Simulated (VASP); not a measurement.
**Rb: single point with PBE**

Crystal: Rb.

```xyz
1
Lattice="3.5991 0.0000 0.0000 -1.7995 3.1169 0.0000 0.0000 0.0000 3.3831" Properties=species:S:1:pos:R:3 pbc="T T T"
Rb    0.0000    0.0000    0.0000
```

This isn't the form of Rb at room conditions, which is bcc.

- Program: VASP 6.6.1
- Task: single point
- Functional: PBE
- Potentials or basis: VASP PAW PBE potentials, release 64 (Rb_sv)
- Cutoff: 520 eV
- k mesh: 9 × 9 × 8
- Occupations: fermi-dirac, width 0.05 eV
- Spin: no spin polarisation

```json
{
  "Pressure": "9.4 GPa",
  "Band gap on the k mesh": "zero (an odd number of electrons rules out a gap without spin polarisation)"
}
```

Stress tensor (GPa, compression positive):
```
9.52 0.00 0.00
0.00 9.52 0.00
0.00 0.00 9.14
```

Levels at points of the mesh, in eV from the Fermi level:
| k point | band 2 | band 3 | band 4 | band 5 | band 6 | band 7 | band 8 | band 9 |
| --- | --- | --- | --- | --- | --- | --- | --- | --- |
| (0.00, 0.00, 0.00) | -12.69 | -12.69 | -12.60 | -2.85 | 2.02 | 4.19 | 4.19 | 8.80 |
| (0.00, 0.00, 0.50) | -14.13 | -12.54 | -12.54 | 0.30 | 1.44 | 5.20 | 5.20 | 5.94 |

Wall time 7.1 s on 1 thread of Intel(R) Xeon(R) 6975P-C (Granite Rapids), with other jobs on the host, peak memory 0.16 GiB.

Caveat: the cell stands under pressure.
